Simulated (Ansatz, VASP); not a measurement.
## One calculation of K, two programs

```
K
1.0
     3.98061    0.00000    0.00000
    -1.99031    3.44731    0.00000
     0.00000    0.00000    6.44860
K
2
Direct
  0.33333 0.66667 0.25000
  0.66667 0.33333 0.75000
```

Change from the starting cell: volume scaled by 0.6, PAW files.

Alike in both runs: task single point; functional PBE; k mesh 10 × 10 × 6; occupations fermi-dirac, width 0.08 eV; no spin polarisation.

```csv
,VASP,Ansatz
version,VASP 6.6.1,Ansatz 0.2.0
potentials or method,"VASP PAW PBE potentials, release 64 (K_sv)","PAW with Ansatz's default frozen-core files, scalar-relativistic"
plane-wave cutoff (eV),520,420
valence electrons in the cell,18,18
```

|  | VASP | Ansatz | Ansatz less VASP |
| --- | --- | --- | --- |
| pressure (GPa) | 4.8 | 4.8 | +0.01 |
